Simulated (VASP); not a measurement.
# WBrF4 (F-43m) in VASP: a series of runs, part 2 of 2

VASP 6.6.1. Earlier steps stand in the parts before.

## Step 4: Single point, PBE, collinear spin

INCAR reads:

```
SYSTEM = WBrF4
  PREC = Accurate
  ENCUT = 520
  EDIFF = 1E-6
  ISMEAR = 0
  SIGMA = 0.1
  LREAL = .FALSE.
  LASPH = .TRUE.
  NELM = 150
  ALGO = Normal
  ISIF = 2
  LWAVE = .FALSE.
  LCHARG = .TRUE.
  ISPIN = 2
  MAGMOM = 1.16 0 0 0 0 0
  LORBIT = 11
  LMAXMIX = 4
  GGA = PE
  LELF = .TRUE.
  LVHAR = .TRUE.
  NBANDS = 38
```

KPOINTS reads:

```
Automatic mesh
0
G
  6 6 6
  0 0 0
```

POSCAR reads:

```
WBrF4
1.0
    0.0000000000      3.2079218883      3.2079218883
    3.2079218883      0.0000000000      3.2079218883
    3.2079218883      3.2079218883      0.0000000000
W Br F
1 1 4
Direct
    0.0000000000      0.0000000000      0.0000000000
    0.2500000000      0.2500000000      0.2500000000
    0.6261692855      0.6261692855      0.6261692855
    0.1214921435      0.6261692855      0.6261692855
    0.6261692855      0.6261692855      0.1214921435
    0.6261692855      0.1214921435      0.6261692855
```

Potentials or basis: VASP PAW PBE potentials, release 64 (W_sv, Br, F).

Command:

```
> cat potpaw_PBE.64/W_sv/POTCAR potpaw_PBE.64/Br/POTCAR potpaw_PBE.64/F/POTCAR > POTCAR
> mpirun -np 1 vasp_std > vasp.out
```

OUTCAR:

```text
SYSTEM = WBrF4
   PREC = Accurate
   ENCUT = 520
   EDIFF = 1E-6
   ISMEAR = 0
   LREAL = .FALSE.
   LASPH = .TRUE.
   NELM = 150
   ISIF = 2
   ISPIN = 2
   LORBIT = 11
   GGA = PE

 ion  position               nearest neighbor table
   1  0.000  0.000  0.000-   5 2.66   6 2.66   4 2.66   5 2.66   4 2.66   6 2.66   3 2.66   3 2.66
                             3 2.66   4 2.66   5 2.66   6 2.66   2 2.78   2 2.78   2 2.78   2 2.78
   2  0.250  0.250  0.250-   1 2.78   1 2.78   1 2.78   1 2.78
   3  0.626  0.626  0.626-   1 2.66   1 2.66   1 2.66
   4  0.121  0.626  0.626-   1 2.66   1 2.66   1 2.66
   5  0.626  0.626  0.121-   1 2.66   1 2.66   1 2.66
   6  0.626  0.121  0.626-   1 2.66   1 2.66   1 2.66

  LATTYP: Found a face centered cubic cell.
 ALAT       =     6.4158437766

  Lattice vectors:

 A1 = (   0.0000000000,   3.2079218883,   3.2079218883)
 A2 = (   3.2079218883,   0.0000000000,   3.2079218883)
 A3 = (   3.2079218883,   3.2079218883,   0.0000000000)

Analysis of symmetry for initial positions (statically):
=====================================================================
 Subroutine PRICEL returns:
 Original cell was already a primitive cell.

 Routine SETGRP: Setting up the symmetry group for a
 face centered cubic supercell.

 Subroutine GETGRP returns: Found 24 space group operations
 (whereof 24 operations were pure point group operations)
 out of a pool of 48 trial point group operations.

The static configuration has the point symmetry T_d .

Analysis of symmetry for dynamics (positions and initial velocities):
=====================================================================
 Subroutine PRICEL returns:
 Original cell was already a primitive cell.

 Routine SETGRP: Setting up the symmetry group for a
 face centered cubic supercell.

 Subroutine GETGRP returns: Found 24 space group operations
 (whereof 24 operations were pure point group operations)
[... 169 lines left out ...]
 Fermi energy:         5.2536438020

 spin component 1

 k-point     1 :       0.0000    0.0000    0.0000
  band No.  band energies     occupation
      1     -71.5091      1.00000
      2     -35.5488      1.00000
      3     -35.5488      1.00000
      4     -35.5488      1.00000
      5     -17.8844      1.00000
      6     -15.7301      1.00000
[... 613 lines left out ...]
     35      19.3080      0.00000
     36      19.6879      0.00000
 Fermi energy:         5.2536438020

 spin component 2

 k-point     1 :       0.0000    0.0000    0.0000
  band No.  band energies     occupation
      1     -70.9130      1.00000
      2     -34.7518      1.00000
      3     -34.7518      1.00000
      4     -34.7518      1.00000
      5     -17.9721      1.00000
      6     -15.8357      1.00000
[... 613 lines left out ...]
     35      19.4245      0.00000
     36      19.8249      0.00000
 [bands above 36 left out]

------------------------ aborting loop because EDIFF is reached ----------------------------------------

  FORCE on cell =-STRESS in cart. coord.  units (eV):
  Direction    XX          YY          ZZ          XY          YZ          ZX
  --------------------------------------------------------------------------------------
  -------------------------------------------------------------------------------------
  Total       -0.0883320     -0.0883320     -0.0883320      0.0000000     -0.0000000     -0.0000000
  in kB       -2.1435191     -2.1435191     -2.1435191      0.0000000     -0.0000000     -0.0000000
  external PRESSURE =      -2.1435191 kB  Pullay stress =       0.0000000 kB

 VOLUME and BASIS-vectors are now :
 -----------------------------------------------------------------------------
  energy-cutoff  :      520.00
  volume of cell :       66.02
      direct lattice vectors                 reciprocal lattice vectors
     0.000000000  3.207921888  3.207921888    -0.155864144  0.155864144  0.155864144
     3.207921888  0.000000000  3.207921888     0.155864144 -0.155864144  0.155864144
     3.207921888  3.207921888  0.000000000     0.155864144  0.155864144 -0.155864144

 POSITION                                       TOTAL-FORCE (eV/Angst)
 -----------------------------------------------------------------------------------
      0.00000      0.00000      0.00000         0.000000      0.000000     -0.000000
      1.60396      1.60396      1.60396         0.000000      0.000000     -0.000000
      4.01740      4.01740      4.01740         0.001886      0.001886      0.001886
      4.01740      2.39844      2.39844         0.001886     -0.001886     -0.001886
      2.39844      2.39844      4.01740        -0.001886     -0.001886      0.001886
      2.39844      4.01740      2.39844        -0.001886      0.001886     -0.001886
 -----------------------------------------------------------------------------------
    total drift:                               -0.000000     -0.000000      0.000000

  FREE ENERGIE OF THE ION-ELECTRON SYSTEM (eV)
  ---------------------------------------------------
  free  energy   TOTEN  =       -22.7286729781 eV

  energy  without entropy=      -22.7189023436  energy(sigma->0) =      -22.72378766

 total charge

# of ion       s       p       d       tot
------------------------------------------
    1        2.206   6.094   2.834  11.133
    2        1.651   2.992   0.078   4.721
    3        1.761   4.256   0.000   6.016
    4        1.761   4.256   0.000   6.016
    5        1.761   4.256   0.000   6.016
    6        1.761   4.256   0.000   6.016
--------------------------------------------------
tot         10.900  26.108   2.912  39.919

 magnetization (x)

# of ion       s       p       d       tot
------------------------------------------
    1        0.020   0.010   1.136   1.166
    2        0.003  -0.116   0.007  -0.106
    3        0.002  -0.058   0.000  -0.056
    4        0.002  -0.058   0.000  -0.056
    5        0.002  -0.058   0.000  -0.056
    6        0.002  -0.058   0.000  -0.056
--------------------------------------------------
tot          0.030  -0.337   1.143   0.836
```

OSZICAR:

```text
N       E                     dE             d eps       ncg     rms          rms(c)
DAV:   1     0.422369969454E+03    0.42237E+03   -0.25950E+04  2432   0.134E+03
DAV:   2    -0.742101738284E+01   -0.42979E+03   -0.40137E+03  2666   0.381E+02
DAV:   3    -0.343205088658E+02   -0.26899E+02   -0.26557E+02  2800   0.945E+01
[... 11 lines left out ...]
DAV:  15    -0.227288042324E+02   -0.16484E-03   -0.39961E-04  2678   0.118E-01    0.108E-01
DAV:  16    -0.227288251884E+02   -0.20956E-04   -0.64431E-05  2576   0.508E-02    0.103E-01
DAV:  17    -0.227286950795E+02    0.13011E-03   -0.46302E-05  2686   0.480E-02    0.456E-02
DAV:  18    -0.227286742687E+02    0.20811E-04   -0.26154E-05  2688   0.280E-02    0.150E-02
DAV:  19    -0.227286729616E+02    0.13071E-05   -0.34221E-06  2034   0.992E-03    0.547E-03
DAV:  20    -0.227286729781E+02   -0.16579E-07   -0.39826E-07  1216   0.390E-03
   1 F= -.22728673E+02 E0= -.22723788E+02  d E =-.977063E-02  mag=     0.9922
```

Wall time 4.5 min (1 thread of Intel Xeon 8259CL, shared host); peak memory 0.27 GiB.

What came out:

```
Free energy                                           : -22.7287 eV
Pressure                                              : -0.2 GPa
Largest force                                         : 0.003 eV/Å
Band gap on the k mesh                                : zero (filled and empty bands overlap)
Net moment                                            : 0.99 μB per cell
Site moments                                          : W +1.17; Br -0.11; F -0.06 μB
Valence electrons inside the program's atomic spheres : W 11.13; Br 4.72; F 6.02
```

Forces on the atoms (eV/Å):
```
W    0.000  0.000  0.000
Br   0.000  0.000  0.000
F    0.002  0.002  0.002
F    0.002 -0.002 -0.002
F   -0.002 -0.002  0.002
F   -0.002  0.002 -0.002
```

Caveat: spin-orbit coupling is left out, which moves the levels of the heavy elements.

## Step 5: The runs side by side

| cell | k mesh | gap on the mesh (eV) | pressure (GPa) | moment (μB) |
| --- | --- | --- | --- | --- |
| a = 4.537 Å, angles 60.0°, 6 atoms, atomic positions A | 4 × 4 × 4 | none | -0.1 | 1.00 |
| a = 5.068 Å, angles 60.0°, 6 atoms, atomic positions B | 4 × 4 × 4 | none | -17.9 | 2.22 |
| a = 4.537 Å, angles 60.0°, 6 atoms, atomic positions A | 6 × 6 × 6 | none | -0.2 | 0.99 |

Alike in all rows: task single point; level PBE; potentials or basis VASP PAW PBE potentials, release 64 (W_sv, Br, F); spin collinear; cutoff (eV) 520; smearing gaussian 0.1 eV.

Caveats: some runs use coarse meshes; spin-orbit coupling is left out, which moves the levels of the heavy elements.

Total energies depend on the potentials used, so only differences within one code and one set of settings carry meaning.
